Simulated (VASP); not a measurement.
# Ga2BAs3 (Cc) in VASP: further runs

Ga2BAs3 is run at these levels: PBE; tasks: single point, relaxation of cell and atoms.

Everything below comes from runs of VASP 6.6.1. Logs are shortened: lines on timing, memory, paths and dates and some standing lists are left out, and cuts for length are marked.

### 1 The cell of the first run

Symmetry: Cc, No. 9, monoclinic system. Conventional cell: a = 6.628 Å, b = 11.575 Å, c = 6.572 Å, α = 90.00°, β = 108.63°, γ = 90.00°. Within 3.2 Å of Ga (site symmetry 1) lie 4 As at 2.46 to 2.51 Å. Within 3.2 Å of Ga (site symmetry 1) lie 4 As at 2.44 to 2.49 Å. B (site symmetry 1) has 4 As at 2.11 to 2.18 Å within 2.8 Å. Within 2.8 Å of As (site symmetry 1) lie 1 B at 2.11 Å and 3 Ga at 2.46 to 2.47 Å. As (site symmetry 1) has 2 B at 2.14 to 2.18 Å and 2 Ga at 2.49 to 2.51 Å within 2.8 Å. As (site symmetry 1) has 1 B at 2.11 Å and 3 Ga at 2.44 to 2.47 Å within 2.8 Å.

### 2 Single point, PBE

File INCAR:

```
PREC = Accurate ; ENCUT = 520
EDIFF = 1E-6 ; ISMEAR = 0
SIGMA = 0.02 ; LREAL = F
LASPH = T ; NELM = 100
ALGO = Normal ; ISIF = 2
LWAVE = F ; LCHARG = T
GGA = PE ; LELF = T
LVHAR = T ; NBANDS = 56
```

File KPOINTS:

```
Automatic mesh
0
Gamma
  6 6 6
```

File POSCAR:

```
Ga2BAs3
1.0
    3.3138248162     -5.7876241395     -0.0029604179
    3.3138248162      5.7876241395     -0.0029604179
   -2.0942885278      0.0000000000      6.2289485786
Ga B As
4 2 6
Direct
    0.5885405779      0.4124319438      0.9997283550
    0.2444973413      0.7549138180      0.9996063162
    0.4124319438      0.5885405779      0.4997283550
    0.7549138180      0.2444973413      0.4996063162
    0.9284624877      0.0766874433      0.0047378281
    0.0766874433      0.9284624877      0.5047378281
    0.2555571694      0.4207515152      0.1066032041
    0.9642391582      0.8307262130      0.1553280566
    0.6616201718      0.1115721603      0.1089962400
    0.8307262130      0.9642391582      0.6553280566
    0.4207515152      0.2555571694      0.6066032041
    0.1115721603      0.6616201718      0.6089962400
```

Potentials or basis: VASP PAW PBE potentials, release 64 (Ga_d, B, As).

Run with:

```
> cat potpaw_PBE.64/Ga_d/POTCAR potpaw_PBE.64/B/POTCAR potpaw_PBE.64/As/POTCAR > POTCAR
> mpirun -np 1 vasp_std > vasp.out
```

OUTCAR:

```text
PREC = Accurate
   ENCUT = 520
   EDIFF = 1E-6
   ISMEAR = 0
   LREAL = F
   LASPH = T
   NELM = 100
   ISIF = 2
   GGA = PE

 ion  position               nearest neighbor table
   1  0.589  0.412  1.000-   7 2.46  11 2.46   9 2.47   8 2.51
   2  0.244  0.755  1.000-  12 2.44   9 2.46   7 2.47   8 2.49
   3  0.412  0.589  0.500-  11 2.46   7 2.46  12 2.47  10 2.51
   4  0.755  0.244  0.500-   9 2.44  12 2.46  11 2.47  10 2.49
   5  0.928  0.077  0.005-   9 2.11   7 2.11   8 2.14  10 2.18
   6  0.077  0.928  0.505-  12 2.11  11 2.11  10 2.14   8 2.18
   7  0.256  0.421  0.107-   5 2.11   1 2.46   3 2.46   2 2.47
   8  0.964  0.831  0.155-   5 2.14   6 2.18   2 2.49   1 2.51
   9  0.662  0.112  0.109-   5 2.11   4 2.44   2 2.46   1 2.47
  10  0.831  0.964  0.655-   6 2.14   5 2.18   4 2.49   3 2.51
  11  0.421  0.256  0.607-   6 2.11   3 2.46   1 2.46   4 2.47
  12  0.112  0.662  0.609-   6 2.11   2 2.44   4 2.46   3 2.47

  LATTYP: Found a base centered monoclinic cell.
 ALAT       =     6.6276522771
 B/A-ratio  =     1.7465080839
 C/A-ratio  =     0.9915417265
 COS(beta)  =    -0.3195347148

  Lattice vectors:

 A1 = (   3.3138248162,  -5.7876241395,  -0.0029604179)
 A2 = (   3.3138248162,   5.7876241395,  -0.0029604179)
 A3 = (  -2.0942885278,   0.0000000000,   6.2289485786)

Analysis of symmetry for initial positions (statically):
=====================================================================
 Subroutine PRICEL returns:
 Original cell was already a primitive cell.

 Routine SETGRP: Setting up the symmetry group for a
 base centered monoclinic supercell.

 Subroutine GETGRP returns: Found  2 space group operations
 (whereof  1 operations were pure point group operations)
 out of a pool of  4 trial point group operations.

The static configuration has the point symmetry C_1 .
 The point group associated with its full space group is C_1h.

Analysis of symmetry for dynamics (positions and initial velocities):
=====================================================================
 Subroutine PRICEL returns:
 Original cell was already a primitive cell.

 Routine SETGRP: Setting up the symmetry group for a
 base centered monoclinic supercell.

 Subroutine GETGRP returns: Found  2 space group operations
 (whereof  1 operations were pure point group operations)
 out of a pool of  4 trial point group operations.

The dynamic configuration has the point symmetry C_1 .
 The point group associated with its full space group is C_1h.
[... 125 lines left out ...]
   ISIF   =      2    stress and relaxation
   ISYM   =      2    0-nonsym 1-usesym 2-fastsym
   POTIM  = 0.5000    time-step for ionic-motion
   TEBEG  =    0.0;   TEEND  =   0.0 temperature during run
   PSTRESS=    0.0 pullay stress
   NELECT =      88.0000    total number of electrons
   NUPDOWN=      -1.0000    fix difference up-down
   EMIN   =  10.00;   EMAX   =-10.00  energy-range for DOS
   EFERMI =   0.00;   METHOD = LEGACY
   ISMEAR =     0;   SIGMA  =   0.02  broadening in eV -4-tet -1-fermi 0-gaus
   EFERMI_NEDOS =   21; number of points for ismear=-14 and -15
   IALGO  =     38    algorithm
   IMIX   =      4    mixing-type and parameters
     AMIX     =   0.40;   BMIX     =  1.00
     AMIX_MAG =   1.60;   BMIX_MAG =  1.00
  volume/ion in A,a.u.               =      19.91       134.33
  Fermi-wavevector in a.u.,A,eV,Ry     =   1.173602  2.217787 18.739885  1.377343
  Thomas-Fermi vector in A             =   2.310013
   LORBIT       =      0    0 simple, 1 ext, 2 COOP (PROOUT), +10 PAW based schemes
   GGA     = PE    functional components
   LHFCALC =     F    Hartree Fock is set to
   AEXX    =    0.0000 exact exchange contribution
   IVDW    =     0    specifies the selected vdW correction
   LEPSILON=     F    determine dielectric tensor
   LRPA    =     F    only Hartree local field effects (RPA)
 non-spin polarized calculation
 Gauss-broadening in eV      SIGMA  =   0.02
  energy-cutoff  :      520.00
  volume of cell :      238.86
 maximum number of plane-waves:      6462
 NGX is ok and might be reduce to    50
   NGX = 25   NGY = 25   NGZ = 25

 number of electron      87.9999994 magnetization

 Free energy of the ion-electron system (eV)
  ---------------------------------------------------
  ext. energy  EPLUGINS =         0.00000000
  ---------------------------------------------------
  free energy    TOTEN  =       -54.86381605 eV

  energy without entropy =      -54.86381605  energy(sigma->0) =      -54.86381605

 E-fermi :   4.5114     XC(G=0):  -9.8136

 val. band max:        4.4024194504   @ k =   0.0000   0.0000   0.0000
 cond. band min:       5.3211576825   @ k =   0.0000   0.0000   0.0000
 fundamental gap:      0.9187382321
 Fermi energy:         4.5113804449

 k-point     1 :       0.0000    0.0000    0.0000
  band No.  band energies     occupation
      1     -10.5751      2.00000
      2     -10.5554      2.00000
      3     -10.5512      2.00000
      4     -10.5238      2.00000
      5     -10.4944      2.00000
      6     -10.4715      2.00000
[... 1405 lines left out ...]
     55       8.7294      0.00000
     56       9.0058      0.00000

 [... further k-points ...]
[... 5 lines left out ...]
  --------------------------------------------------------------------------------------
  -------------------------------------------------------------------------------------
  Total        0.3622008      0.3636683      0.3634120      0.0000000      0.0000000      0.0013308
  in kB        2.4294943      2.4393376      2.4376181      0.0000000      0.0000000      0.0089261
  external PRESSURE =       2.4354833 kB  Pullay stress =       0.0000000 kB

 VOLUME and BASIS-vectors are now :
 -----------------------------------------------------------------------------
  energy-cutoff  :      520.00
  volume of cell :      238.86
      direct lattice vectors                 reciprocal lattice vectors
     3.313824816 -5.787624140 -0.002960418     0.150928385 -0.086391235  0.050744934
     3.313824816  5.787624140 -0.002960418     0.150928385  0.086391235  0.050744934
    -2.094288528  0.000000000  6.228948579     0.000143463  0.000000000  0.160588973

 POSITION                                       TOTAL-FORCE (eV/Angst)
 -----------------------------------------------------------------------------------
      1.22333     -1.01925      6.22429         0.004289     -0.000607      0.001426
      1.21841      2.95410      6.22354        -0.001061      0.000302      0.001761
      2.27047      1.01925      3.10982         0.004289      0.000607      0.001426
      2.26555     -2.95410      3.10906        -0.001061     -0.000302      0.001761
      3.32097     -4.92975      0.02654        -0.003703     -0.006558     -0.005598
      2.27382      4.92975      3.14101        -0.003703      0.006558     -0.005598
      2.01791      0.95608      0.66202         0.012724     -0.000447      0.003506
      5.62290     -0.77272      0.96222        -0.005195     -0.007283     -0.003222
      2.33395     -3.18347      0.67664        -0.007055      0.009999      0.002126
      4.57575      0.77272      4.07669        -0.005195      0.007283     -0.003222
      0.97077     -0.95608      3.77650         0.012724      0.000447      0.003506
      1.28681      3.18347      3.79112        -0.007055     -0.009999      0.002126
 -----------------------------------------------------------------------------------
    total drift:                                0.000089      0.000000      0.000498

  FREE ENERGIE OF THE ION-ELECTRON SYSTEM (eV)
  ---------------------------------------------------
  free  energy   TOTEN  =       -54.8638160526 eV

  energy  without entropy=      -54.8638160526  energy(sigma->0) =      -54.86381605
```

It took 9.8 min on 1 thread of AMD EPYC 9R45 (Zen 5), shared host; peak memory 0.8 GiB.

What came out:

```yaml
Free_energy: -54.8638 eV
Pressure: 0.2 GPa
Largest_force: 0.013 eV/Å
Band_gap_on_the_k_mesh: 0.92 eV
```

Forces in eV/Å, atoms in the order of the input:
```
Ga   0.004 -0.001  0.001
Ga  -0.001  0.000  0.002
Ga   0.004  0.001  0.001
Ga  -0.001  0.000  0.002
B   -0.004 -0.007 -0.006
B   -0.004  0.007 -0.006
As   0.013  0.000  0.004
As  -0.005 -0.007 -0.003
As  -0.007  0.010  0.002
As  -0.005  0.007 -0.003
As   0.013  0.000  0.004
As  -0.007 -0.010  0.002
```

A k mesh can miss the band edges.

### 3 Relaxation of cell and atoms, PBE

This run uses another cell than the first one, of 18.51 Å³/atom.

File INCAR:

```
ALGO = Normal
EDIFF = 1E-7
EDIFFG = -0.08
ENCUT = 600
GGA = PE
IBRION = 2
ISIF = 3
ISMEAR = 0
LASPH = T
LCHARG = F
LREAL = F
LWAVE = F
NELM = 80
NSW = 36
PREC = Accurate
SIGMA = 0.2
```

File KPOINTS:

```
k-points
0
Gamma
  3 3 3
```

File POSCAR:

```
Ga2BAs3
1.0
    3.2400000000     -5.6100000000      0.0000000000
    3.2400000000      5.6100000000      0.0000000000
   -2.1598698400      0.0000000000      6.1094486000
Ga B As
4 2 6
Direct
    0.5833000000      0.4167000000      0.0000000000
    0.2500000000      0.7500000000      0.0000000000
    0.4167000000      0.5833000000      0.5000000000
    0.7500000000      0.2500000000      0.5000000000
    0.9167000000      0.0833000000      0.0000000000
    0.0833000000      0.9167000000      0.5000000000
    0.5417000000      0.7083000000      0.8750000000
    0.2083000000      0.0417000000      0.8750000000
    0.8750000000      0.3750000000      0.8750000000
    0.0417000000      0.2083000000      0.3750000000
    0.7083000000      0.5417000000      0.3750000000
    0.3750000000      0.8750000000      0.3750000000
```

Potentials or basis: VASP PAW PBE potentials, release 64 (Ga_d, B, As).

Run with:

```
> cat potpaw_PBE.64/Ga_d/POTCAR potpaw_PBE.64/B/POTCAR potpaw_PBE.64/As/POTCAR > POTCAR
> mpirun -np 1 vasp_std > vasp.out
```

Run time: 18 min. Hardware: 1 thread of Intel Xeon 6975P-C (Granite Rapids), shared host; peak memory 0.49 GiB.

Results (log left out):

```yaml
Free_energy: -54.7887 eV
Relaxed_volume: 19.96 Å³/atom
Relaxed_cell: a = 6.674 Å, b = 6.674 Å, c = 6.576 Å, α = 99.09°, β = 99.09°, γ = 120.43°
Space_group_after_relaxing_to_0.1_Å: Cc (No. 9)
Energy_gained_by_relaxing: 275.5 meV/atom
Ionic_steps: 13
Pressure_after_relaxing: -0.1 GPa
Largest_force_after_relaxing: 0.033 eV/Å
Band_gap_on_the_k_mesh: 0.93 eV
```

Forces in eV/Å, atoms in the order of the input:
```
Ga  -0.018 -0.027 -0.004
Ga   0.009 -0.019 -0.025
Ga  -0.018  0.027 -0.004
Ga   0.009  0.019 -0.025
B   -0.016  0.002 -0.009
B   -0.016 -0.002 -0.009
As  -0.007 -0.029  0.013
As   0.009 -0.019  0.016
As   0.024 -0.014  0.010
As   0.009  0.019  0.016
As  -0.007  0.029  0.013
As   0.024  0.014  0.010
```

Stress tensor (GPa, compression positive):
```
-0.10  0.00  0.00
 0.00 -0.06  0.00
 0.00  0.00  0.01
```

Step by step:
```tsv
step	energy change (eV)	largest force (eV/Å)	pressure (GPa)	volume (Å³)
1	0.0000	3.7399	11.20	222.10
2	-2.2904	1.1123	-6.05	266.33
3	-2.3695	1.3946	-4.30	258.22
4	-3.1023	0.6394	-1.82	246.15
5	-3.2061	0.5886	-0.01	240.10
6	-3.2063	0.5728	-0.12	240.46
7	-3.2577	0.3157	0.11	239.35
8	-3.2727	0.2211	0.36	238.36
9	-3.2940	0.1770	-0.12	239.58
10	-3.2940	0.1668	-0.09	239.52
11	-3.3011	0.1267	-0.01	239.27
12	-3.3034	0.0987	0.08	239.05
13	-3.3056	0.0329	-0.05	239.47
```

Final structure:
```
CELL_PARAMETERS angstrom
3.31518 -5.79239 0.03166
3.31518 5.79239 0.03166
-2.15038 0.00000 6.21462
ATOMIC_POSITIONS crystal
Ga 0.58644 0.41340 0.00007
Ga 0.24351 0.75640 0.00106
Ga 0.41340 0.58644 0.50007
Ga 0.75640 0.24351 0.50106
B 0.92283 0.07228 0.99560
B 0.07228 0.92283 0.49560
As 0.57793 0.74590 0.89293
As 0.16851 0.03667 0.84417
As 0.88706 0.33907 0.89117
As 0.03667 0.16851 0.34417
As 0.74590 0.57793 0.39293
As 0.33907 0.88706 0.39117
```

Levels at points of the mesh, in eV from the valence-band top:
| k point | band 40 | band 41 | band 42 | band 43 | band 44 | band 45 | band 46 | band 47 | band 48 | band 49 |
| --- | --- | --- | --- | --- | --- | --- | --- | --- | --- | --- |
| (0.00, 0.00, 0.00) | -1.33 | -1.26 | -0.09 | -0.03 | 0.00 | 0.93 | 1.03 | 1.76 | 2.26 | 2.92 |

Caveat: the relaxation stopped at a loose force limit of 0.08 eV/Å, so its end isn't a converged minimum. A k mesh can miss the band edges.
